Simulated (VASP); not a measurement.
# NbP (P6_3/mmc) in VASP: a series of runs

NbP is run at these levels: PBE, PBEsol, LDA; tasks: single point.

Everything below comes from runs of VASP 6.6.1. Logs are shortened: lines on timing, memory, paths and dates and some standing lists are left out, and cuts for length are marked.

### Step 1. The cell of the first run

The structure is hexagonal, space group P6_3/mmc (No. 194). The conventional cell has a = 3.316 Å, b = 3.316 Å, c = 6.716 Å, α = 90.00°, β = 90.00°, γ = 120.00°. Within 3.4 Å of Nb (site symmetry -3m) lie 6 P at 2.55 Å and 8 Nb at 3.32 to 3.36 Å. Within 3.4 Å of P (site symmetry -6m2) lie 6 Nb at 2.55 Å and 6 P at 3.32 Å.

### Step 2. Single point, PBE

The input, INCAR:

```
ALGO = Normal
EDIFF = 1E-6
ENCUT = 500
GGA = PE
GGA_COMPAT = False
ISIF = 2
ISMEAR = 0
LASPH = True
LCHARG = False
LREAL = False
LWAVE = False
NBANDS = 26
NELM = 120
PREC = Accurate
SIGMA = 0.05
```

The input, KPOINTS:

```
k-points
0
Gamma
  10 10 8
```

The input, POSCAR:

```
NbP
1.0
    3.3162886790      0.0000000000      0.0000000000
   -1.6581443395      2.8719902423      0.0000000000
    0.0000000000      0.0000000000      6.7163979592
Nb P
2 2
Direct
    0.0000000000      0.0000000000      0.0000000000
    0.0000000000      0.0000000000      0.5000000000
    0.3333333333      0.6666666667      0.2500000000
    0.6666666667      0.3333333333      0.7500000000
```

Potentials or basis: VASP PAW PBE potentials, release 64 (Nb_sv, P).

The run is started by

```console
> cat potpaw_PBE.64/Nb_sv/POTCAR potpaw_PBE.64/P/POTCAR > POTCAR
> mpirun -np 1 vasp_std > vasp.out
```

OUTCAR:

```text
EDIFF = 1E-6
   ENCUT = 500
   GGA = PE
   ISIF = 2
   ISMEAR = 0
   LASPH = True
   LREAL = False
   NELM = 120
   PREC = Accurate

 ion  position               nearest neighbor table
   1  0.000  0.000  0.000-   3 2.55   4 2.55   4 2.55   3 2.55   4 2.55   3 2.55
   2  0.000  0.000  0.500-   3 2.55   4 2.55   4 2.55   3 2.55   4 2.55   3 2.55
   3  0.333  0.667  0.250-   1 2.55   2 2.55   1 2.55   2 2.55   1 2.55   2 2.55
   4  0.667  0.333  0.750-   1 2.55   2 2.55   1 2.55   2 2.55   1 2.55   2 2.55

  LATTYP: Found a hexagonal cell.
 ALAT       =     3.3162886790
 C/A-ratio  =     2.0252754236

  Lattice vectors:

 A1 = (   3.3162886790,   0.0000000000,   0.0000000000)
 A2 = (  -1.6581443395,   2.8719902423,   0.0000000000)
 A3 = (   0.0000000000,   0.0000000000,   6.7163979592)

Analysis of symmetry for initial positions (statically):
=====================================================================
 Subroutine PRICEL returns:
 Original cell was already a primitive cell.

 Routine SETGRP: Setting up the symmetry group for a
 hexagonal supercell.

 Subroutine GETGRP returns: Found 24 space group operations
 (whereof 12 operations were pure point group operations)
 out of a pool of 24 trial point group operations.

The static configuration has the point symmetry D_3d.
 The point group associated with its full space group is D_6h.

Analysis of symmetry for dynamics (positions and initial velocities):
=====================================================================
 Subroutine PRICEL returns:
 Original cell was already a primitive cell.

 Routine SETGRP: Setting up the symmetry group for a
 hexagonal supercell.

 Subroutine GETGRP returns: Found 24 space group operations
 (whereof 12 operations were pure point group operations)
 out of a pool of 24 trial point group operations.

The dynamic configuration has the point symmetry D_3d.
 The point group associated with its full space group is D_6h.

 Subroutine INISYM returns: Found 24 space group operations
 (whereof 12 operations are pure point group operations),
 and found     1 'primitive' translations

----------------------------------------------------------------------------------------

                                     Primitive cell

  volume of cell :      63.9693

  direct lattice vectors                    reciprocal lattice vectors
     3.316288679  0.000000000  0.000000000     0.301541903  0.174095299  0.000000000
    -1.658144339  2.871990242  0.000000000     0.000000000  0.348190598  0.000000000
     0.000000000  0.000000000  6.716397959     0.000000000  0.000000000  0.148889331

  length of vectors
     3.316288679  3.316288679  6.716397959     0.348190598  0.348190598  0.148889331

  position of ions in fractional coordinates (direct lattice)
     0.000000000  0.000000000  0.000000000
     0.000000000  0.000000000  0.500000000
     0.333333333  0.666666667  0.250000000
     0.666666667  0.333333333  0.750000000

  ion indices of the primitive-cell ions
   primitive index   ion index
                 1           1
                 2           2
                 3           3
                 4           4

----------------------------------------------------------------------------------------

 KPOINTS: k-points

Automatic generation of k-mesh.
 Grid dimensions read from file:
 generate k-points for:   10   10    8

 Generating k-lattice:

  Cartesian coordinates                     Fractional coordinates (reciprocal lattice)
     0.030154190  0.017409530  0.000000000     0.100000000  0.000000000  0.000000000
     0.000000000  0.034819060  0.000000000     0.000000000  0.100000000  0.000000000
     0.000000000  0.000000000  0.018611166     0.000000000  0.000000000  0.125000000

  Length of vectors
     0.034819060  0.034819060  0.018611166

  Shift w.r.t. Gamma in fractional coordinates (k-lattice)
     0.000000000  0.000000000  0.000000000

 Subroutine IBZKPT returns following result:
 ===========================================

 Found     70 irreducible k-points:

 Following reciprocal coordinates:
            Coordinates               Weight
  0.000000  0.000000  0.000000      1.000000
  0.100000  0.000000  0.000000      6.000000
  0.200000  0.000000  0.000000      6.000000
  0.300000  0.000000  0.000000      6.000000
  0.400000  0.000000  0.000000      6.000000
  0.500000  0.000000  0.000000      3.000000
[... 16 lines left out ...]
  0.300000  0.100000  0.125000     24.000000
  0.400000  0.100000  0.125000     24.000000
 [... further k-points ...]
   k-points           NKPTS =     70   k-points in BZ     NKDIM =     70   number of bands    NBANDS=     26
   number of dos      NEDOS =    301   number of ions     NIONS =      4
   total plane-waves  NPLWV =  28800
   dimension x,y,z NGX =    24 NGY =   24 NGZ =   50
   dimension x,y,z NGXF=    48 NGYF=   48 NGZF=  100
   ions per type =               2   2
   NGX,Y,Z   is equivalent  to a cutoff of  12.03, 12.03, 12.38 a.u.
   NGXF,Y,Z  is equivalent  to a cutoff of  24.06, 24.06, 24.75 a.u.
 SYSTEM =  unknown system
   PREC   = accura    normal or accurate (medium, high low for compatibility)
   ISTART =      0    job   : 0-new  1-cont  2-samecut
   ICHARG =      2    charge: 1-file 2-atom 10-const
   ISPIN  =      1    spin polarized calculation?
   LNONCOLLINEAR =      F non collinear calculations
   LSORBIT =      F    spin-orbit coupling
   LASPH  =      T    aspherical Exc in radial PAW
   ENCUT  =  500.0 eV  36.75 Ry    6.06 a.u.   6.05  6.05 12.25*2*pi/ulx,y,z
   NELM   =    120;   NELMIN=  2; NELMDL= -5     # of ELM steps
   EDIFF  = 0.1E-05   stopping-criterion for ELM
   LREAL  =      F    real-space projection
   EDIFFG = 0.1E-04   stopping-criterion for IOM
   NSW    =      0    number of steps for IOM
   IBRION =     -1    ionic relax: 0-MD 1-quasi-New 2-CG
   NFREE  =      0    steps in history (QN), initial steepest desc. (CG)
   ISIF   =      2    stress and relaxation
   ISYM   =      2    0-nonsym 1-usesym 2-fastsym
   POTIM  = 0.5000    time-step for ionic-motion
   TEBEG  =    0.0;   TEEND  =   0.0 temperature during run
   PSTRESS=    0.0 pullay stress
   NELECT =      36.0000    total number of electrons
   NUPDOWN=      -1.0000    fix difference up-down
   EMIN   =  10.00;   EMAX   =-10.00  energy-range for DOS
   EFERMI =   0.00;   METHOD = LEGACY
   ISMEAR =     0;   SIGMA  =   0.05  broadening in eV -4-tet -1-fermi 0-gaus
   EFERMI_NEDOS =   21; number of points for ismear=-14 and -15
   IALGO  =     38    algorithm
   IMIX   =      4    mixing-type and parameters
     AMIX     =   0.40;   BMIX     =  1.00
     AMIX_MAG =   1.60;   BMIX_MAG =  1.00
  volume/ion in A,a.u.               =      15.99       107.92
  Fermi-wavevector in a.u.,A,eV,Ry     =   1.351611  2.554175 24.855839  1.826853
  Thomas-Fermi vector in A             =   2.479019
   LORBIT       =      0    0 simple, 1 ext, 2 COOP (PROOUT), +10 PAW based schemes
   GGA     = PE    functional components
   LHFCALC =     F    Hartree Fock is set to
   AEXX    =    0.0000 exact exchange contribution
   IVDW    =     0    specifies the selected vdW correction
   LEPSILON=     F    determine dielectric tensor
   LRPA    =     F    only Hartree local field effects (RPA)
 non-spin polarized calculation
 Gauss-broadening in eV      SIGMA  =   0.05
  energy-cutoff  :      500.00
  volume of cell :       63.97
 maximum number of plane-waves:      1647
   NGX = 13   NGY = 13   NGZ = 25

 number of electron      35.9999994 magnetization

 Free energy of the ion-electron system (eV)
  ---------------------------------------------------
  ext. energy  EPLUGINS =         0.00000000
  ---------------------------------------------------
  free energy    TOTEN  =       -35.08313964 eV

  energy without entropy =      -35.07937204  energy(sigma->0) =      -35.08125584

 E-fermi :  10.7094     XC(G=0): -12.0211

 val. band max:       10.7063608966   @ k =   0.1000   0.0000   0.2500
 cond. band min:      10.7171986270   @ k =   0.1000   0.0000   0.2500
 fundamental gap:      0.0108377304
 Fermi energy:        10.7094047611

 k-point     1 :       0.0000    0.0000    0.0000
  band No.  band energies     occupation
      1     -44.2271      2.00000
      2     -44.2093      2.00000
      3     -20.5304      2.00000
      4     -20.2476      2.00000
      5     -20.1457      2.00000
      6     -20.1457      2.00000
[... 18 lines left out ...]
     25      16.0191      0.00000
     26      17.2812      0.00000

 k-point     2 :       0.1000    0.0000    0.0000
  band No.  band energies     occupation
      1     -44.2235      2.00000
      2     -44.2058      2.00000
      3     -20.5215      2.00000
      4     -20.2423      2.00000
      5     -20.1843      2.00000
      6     -20.1582      2.00000
[... 18 lines left out ...]
     25      16.2342      0.00000
     26      16.8910      0.00000

 k-point     3 :       0.2000    0.0000    0.0000
  band No.  band energies     occupation
      1     -44.2140      2.00000
      2     -44.1966      2.00000
      3     -20.4980      2.00000
      4     -20.2841      2.00000
      5     -20.2515      2.00000
      6     -20.2280      2.00000
[... 18 lines left out ...]
     25      15.3161      0.00000
     26      16.6503      0.00000

 k-point     4 :       0.3000    0.0000    0.0000
  band No.  band energies     occupation
      1     -44.2022      2.00000
      2     -44.1852      2.00000
      3     -20.4693      2.00000
      4     -20.4046      2.00000
      5     -20.3647      2.00000
      6     -20.2106      2.00000
[... 18 lines left out ...]
     25      15.0867      0.00000
     26      17.2044      0.00000
[... 496 lines left out ...]
      1     -44.2056      2.00000
      2     -44.1898      2.00000
      3     -20.4693      2.00000
      4     -20.3528      2.00000
      5     -20.3183      2.00000
      6     -20.2269      2.00000
[... 18 lines left out ...]
     25      15.3362      0.00000
     26      16.2510      0.00000

 k-point    23 :       0.3000    0.1000    0.1250
  band No.  band energies     occupation
      1     -44.1950      2.00000
      2     -44.1795      2.00000
      3     -20.4562      2.00000
      4     -20.4408      2.00000
      5     -20.4133      2.00000
      6     -20.2362      2.00000
[... 18 lines left out ...]
     25      15.7178      0.00000
     26      16.5995      0.00000

 k-point    24 :       0.4000    0.1000    0.1250
  band No.  band energies     occupation
      1     -44.1884      2.00000
      2     -44.1731      2.00000
      3     -20.5158      2.00000
      4     -20.4717      2.00000
      5     -20.4261      2.00000
      6     -20.2561      2.00000
[... 18 lines left out ...]
     25      15.9718      0.00000
     26      16.5500      0.00000

 [... further k-points ...]

------------------------ aborting loop because EDIFF is reached ----------------------------------------

  FORCE on cell =-STRESS in cart. coord.  units (eV):
  Direction    XX          YY          ZZ          XY          YZ          ZX
  --------------------------------------------------------------------------------------
  -------------------------------------------------------------------------------------
  Total       -0.1533725     -0.1533725     -0.1815440      0.0000000     -0.0000000      0.0000000
  in kB       -3.8413726     -3.8413726     -4.5469566      0.0000000     -0.0000000      0.0000000
  external PRESSURE =      -4.0765673 kB  Pullay stress =       0.0000000 kB

 VOLUME and BASIS-vectors are now :
 -----------------------------------------------------------------------------
  energy-cutoff  :      500.00
  volume of cell :       63.97
      direct lattice vectors                 reciprocal lattice vectors
     3.316288679  0.000000000  0.000000000     0.301541903  0.174095299  0.000000000
    -1.658144339  2.871990242  0.000000000     0.000000000  0.348190598  0.000000000
     0.000000000  0.000000000  6.716397959     0.000000000  0.000000000  0.148889331

 POSITION                                       TOTAL-FORCE (eV/Angst)
 -----------------------------------------------------------------------------------
      0.00000      0.00000      0.00000        -0.000000      0.000000      0.000000
      0.00000      0.00000      3.35820        -0.000000      0.000000      0.000000
     -0.00000      1.91466      1.67910        -0.000000      0.000000      0.000000
      1.65814      0.95733      5.03730         0.000000     -0.000000     -0.000000
 -----------------------------------------------------------------------------------
    total drift:                               -0.000000      0.000000      0.000000

  FREE ENERGIE OF THE ION-ELECTRON SYSTEM (eV)
  ---------------------------------------------------
  free  energy   TOTEN  =       -35.0831396396 eV

  energy  without entropy=      -35.0793720437  energy(sigma->0) =      -35.08125584
```

Wall time 56 s (1 thread of AMD EPYC 9R45 (Zen 5), shared host); peak memory 0.2 GiB.

What came out:

```yaml
Free_energy: -35.0831 eV
Pressure: -0.4 GPa
Band_gap_on_the_k_mesh: zero (band 18 reaches 11.00 eV, above the bottom of band 19 at 10.51 eV)
```

Levels at points of the mesh, in eV from the Fermi level:
```
           k point  band 16  band 17  band 18  band 19  band 20  band 21
(0.00, 0.00, 0.00)    -0.57    -0.57    -0.08    -0.08     1.26     1.26
(0.50, 0.00, 0.00)    -2.54    -1.35    -0.43     0.77     2.75     2.97
(0.00, 0.00, 0.50)    -1.96     0.24     0.24     0.54     0.54     0.54
(0.50, 0.00, 0.50)    -2.42    -1.49    -1.49     2.78     2.78     2.85
```

### Step 3. Single point, PBEsol

The input, INCAR:

```
SYSTEM = NbP
ALGO = Normal
EDIFF = 1E-6
ENCUT = 500
GGA = PS
GGA_COMPAT = .False.
ISIF = 2
ISMEAR = 0
LASPH = .True.
LCHARG = .False.
LREAL = .False.
LWAVE = .False.
NBANDS = 26
NELM = 120
PREC = Accurate
SIGMA = 0.05
```

The input, KPOINTS:

```
k-points
0
Gamma
  10 10 8
  0 0 0
```

POSCAR is that of step 2.

Potentials or basis: VASP PAW PBE potentials, release 64 (Nb_sv, P).

The run is started by

```console
> cat potpaw_PBE.64/Nb_sv/POTCAR potpaw_PBE.64/P/POTCAR > POTCAR
> mpirun -np 1 vasp_std > vasp.out
```

Run time: 56 s. Hardware: 1 thread of AMD EPYC 9R45 (Zen 5), shared host; peak memory 0.2 GiB.

It converged, with:

```
Free energy            : -37.5693 eV
Pressure               : -5.6 GPa
Band gap on the k mesh : zero (band 18 reaches 10.89 eV, above the bottom of band 19 at 10.39 eV)
```

Stress tensor (GPa, compression positive):
```
-5.51  0.00  0.00
 0.00 -5.51  0.00
 0.00  0.00 -5.74
```

Levels at points of the mesh, in eV from the Fermi level:
```csv
k point,band 15,band 16,band 17,band 18,band 19,band 20,band 21,band 22
"(0.00, 0.00, 0.00)",-1.02,-0.57,-0.57,-0.08,-0.08,1.30,1.30,1.82
"(0.50, 0.00, 0.00)",-2.68,-2.52,-1.36,-0.40,0.78,2.77,2.99,3.07
"(0.00, 0.00, 0.50)",-1.95,-1.95,0.24,0.24,0.55,0.55,0.55,0.55
"(0.50, 0.00, 0.50)",-2.40,-2.40,-1.50,-1.50,2.78,2.78,2.87,2.87
```

Caveat: the PAW data sets were made with another functional, which shifts forces and pressure a little.

### Step 4. Single point, LDA

The input, INCAR:

```
ALGO = Normal
EDIFF = 1E-6
ENCUT = 500
GGA_COMPAT = False
ISIF = 2
ISMEAR = 0
LASPH = True
LCHARG = False
LREAL = False
LWAVE = False
NBANDS = 26
NELM = 120
PREC = Accurate
SIGMA = 0.05
```

The input, KPOINTS:

```
k-points
0
Gamma
  10 10 8
```

POSCAR is that of step 3.

Potentials or basis: VASP PAW LDA potentials, release 64 (Nb_sv, P).

The run is started by

```console
> cat potpaw_LDA.64/Nb_sv/POTCAR potpaw_LDA.64/P/POTCAR > POTCAR
> mpirun -np 1 vasp_std > vasp.out
```

Run time: 58 s. Hardware: 1 thread of AMD EPYC 9R45 (Zen 5), shared host; peak memory 0.18 GiB.

The run converged. Its results:

- Free energy: -38.7277 eV
- Pressure: -8.5 GPa
- Band gap on the k mesh: zero (band 18 reaches 10.84 eV, above the bottom of band 19 at 10.35 eV)

Stress tensor (GPa, compression positive):
```
-8.10  0.00  0.00
 0.00 -8.10  0.00
 0.00  0.00 -9.32
```

Levels at points of the mesh, in eV from the Fermi level:
```
           k point  band 14  band 15  band 16  band 17  band 18  band 19  band 20  band 21  band 22  band 23
(0.00, 0.00, 0.00)    -2.70    -0.99    -0.57    -0.57    -0.08    -0.08     1.29     1.29     1.81     1.81
(0.50, 0.00, 0.00)    -3.29    -2.66    -2.47    -1.35    -0.38     0.77     2.75     2.97     3.05     3.57
(0.00, 0.00, 0.50)    -1.95    -1.95    -1.95     0.24     0.24     0.54     0.54     0.54     0.54     4.12
(0.50, 0.00, 0.50)    -3.72    -2.39    -2.39    -1.48    -1.48     2.78     2.78     2.85     2.85     3.81
```

### Step 5. Single point, PBE (volume scaled by 1.020)

The input, INCAR:

```
SYSTEM = NbP
PREC = Accurate
ENCUT = 500
EDIFF = 1E-6
ISMEAR = 0
SIGMA = 0.05
LREAL = .FALSE.
LASPH = .TRUE.
NELM = 120
ALGO = Normal
ISIF = 2
LWAVE = .FALSE.
LCHARG = .FALSE.
GGA = PE
NBANDS = 26
GGA_COMPAT = .FALSE.
```

The input, KPOINTS:

```
Automatic mesh
0
G
  10 10 8
  0 0 0
```

The input, POSCAR:

```
NbP
1.0
    3.3452472479      0.0000000000      0.0000000000
   -1.6726236240      2.8970690986      0.0000000000
    0.0000000000      0.0000000000      6.7326308889
Nb P
2 2
Direct
    0.0000000000      0.0000000000      0.0000000000
    0.0000000000      0.0000000000      0.5000000000
    0.3333333333      0.6666666667      0.2500000000
    0.6666666667      0.3333333333      0.7500000000
```

Potentials or basis: VASP PAW PBE potentials, release 64 (Nb_sv, P).

The run is started by

```console
> cat potpaw_PBE.64/Nb_sv/POTCAR potpaw_PBE.64/P/POTCAR > POTCAR
> mpirun -np 1 vasp_std > vasp.out
```

Run time: 59 s. Hardware: 1 thread of AMD EPYC 9R45 (Zen 5), shared host; peak memory 0.2 GiB.

It converged, with:

```yaml
Free_energy: -35.0673 eV
Pressure: -3.7 GPa
Band_gap_on_the_k_mesh: zero (band 18 reaches 10.71 eV, above the bottom of band 19 at 10.26 eV)
```

Stress tensor (GPa, compression positive):
```
-3.71  0.00  0.00
 0.00 -3.71  0.00
 0.00  0.00 -3.83
```

Levels at points of the mesh, in eV from the Fermi level:
| k point | band 15 | band 16 | band 17 | band 18 | band 19 | band 20 | band 21 | band 22 |
| --- | --- | --- | --- | --- | --- | --- | --- | --- |
| (0.00, 0.00, 0.00) | -1.03 | -0.56 | -0.56 | -0.10 | -0.10 | 1.17 | 1.17 | 1.76 |
| (0.50, 0.00, 0.00) | -2.58 | -2.56 | -1.28 | -0.48 | 0.75 | 2.63 | 2.85 | 3.02 |
| (0.00, 0.00, 0.50) | -1.98 | -1.98 | 0.26 | 0.26 | 0.51 | 0.51 | 0.51 | 0.51 |
| (0.50, 0.00, 0.50) | -2.41 | -2.41 | -1.45 | -1.45 | 2.72 | 2.72 | 2.73 | 2.73 |

### Step 6. Overview

```csv
level,potentials or basis,cell,gap on the mesh (eV),pressure (GPa)
PBE,"VASP PAW PBE potentials, release 64 (Nb_sv, P)","a = 3.316, b = 3.316, c = 6.716 Å, angles 90.0, 90.0, 120.0°, 4 atoms",none,-0.4
PBEsol,"VASP PAW PBE potentials, release 64 (Nb_sv, P)","a = 3.316, b = 3.316, c = 6.716 Å, angles 90.0, 90.0, 120.0°, 4 atoms",none,-5.6
LDA,"VASP PAW LDA potentials, release 64 (Nb_sv, P)","a = 3.316, b = 3.316, c = 6.716 Å, angles 90.0, 90.0, 120.0°, 4 atoms",none,-8.5
PBE,"VASP PAW PBE potentials, release 64 (Nb_sv, P)","a = 3.345, b = 3.345, c = 6.733 Å, angles 90.0, 90.0, 120.0°, 4 atoms",none,-3.7
```

Alike in all rows: task single point; no spin polarisation; k mesh 10 × 10 × 8; cutoff (eV) 500; smearing gaussian 0.05 eV.

Caveats: the PAW data sets were made with another functional, which shifts forces and pressure a little (some runs).

Absolute energies hang on the potentials; compare differences alone.
